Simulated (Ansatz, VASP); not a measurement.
## In in VASP and in Ansatz

File INCAR:

```
PREC = Accurate ; ENCUT = 520
EDIFF = 1E-6 ; ISMEAR = -1
SIGMA = 0.1 ; LREAL = F
LASPH = T ; NELM = 100
ALGO = Normal ; ISIF = 2
LWAVE = F ; LCHARG = T
GGA = RE ; LELF = T
LVHAR = T ; NBANDS = 12
```

The input KPOINTS:

```
regular mesh
0
Gamma
  11 11 11
```

Contents of POSCAR:

```
In
1.0
    2.9958516416      0.0000000000      0.0000000000
    0.0000000000      2.9958516416      0.0000000000
    0.0000000000      0.0000000000      2.9958516416
In
1
Direct
    0.0000000000      0.0000000000      0.0000000000
```

Input for Ansatz:

```yaml
crystal:
  lattice:
    - [2.9958516416, 0.0, 0.0]
    - [0.0, 2.9958516416, 0.0]
    - [0.0, 0.0, 2.9958516416]
  atoms:
    - { symbol: In, position: [0.0, 0.0, 0.0] }
hamiltonian:
  xc: revpbe
  pseudopotentials:
    kind: paw
    azcp:
      In: "pseudopotentials/In.paw.azcp"
basis:
  ecutwfc: 420
  fft_grid_basis: typed
kpoints:
  mp_grid: { grid: [11, 11, 11], shift: [0, 0, 0] }
magnetization:
  spin_polarized: false
scf:
  occupations: { method: fermi_dirac, width: 0.1 }
  lower_state_search: "off"
output:
  stress: true
  write_density: true
  write_potential: true
  elf: true
  volumetric_format: npy
```

Alike in both runs: task single point; functional revPBE; k mesh 11 × 11 × 11; occupations fermi-dirac, width 0.1 eV; no spin polarisation.

|  | VASP | Ansatz |
| --- | --- | --- |
| version | VASP 6.6.1 | Ansatz 0.2.0 |
| potentials or method | VASP PAW PBE potentials, release 64 (In_d), cutoff 520 eV | plane waves (420 eV) with PAW, scalar-relativistic |
| valence electrons in the cell | 13 | 13 |

```tsv
	VASP	Ansatz	Ansatz less VASP
pressure (GPa)	5.1	5.1	+0.04
```

VASP's potentials were made for PBE, not for revPBE.
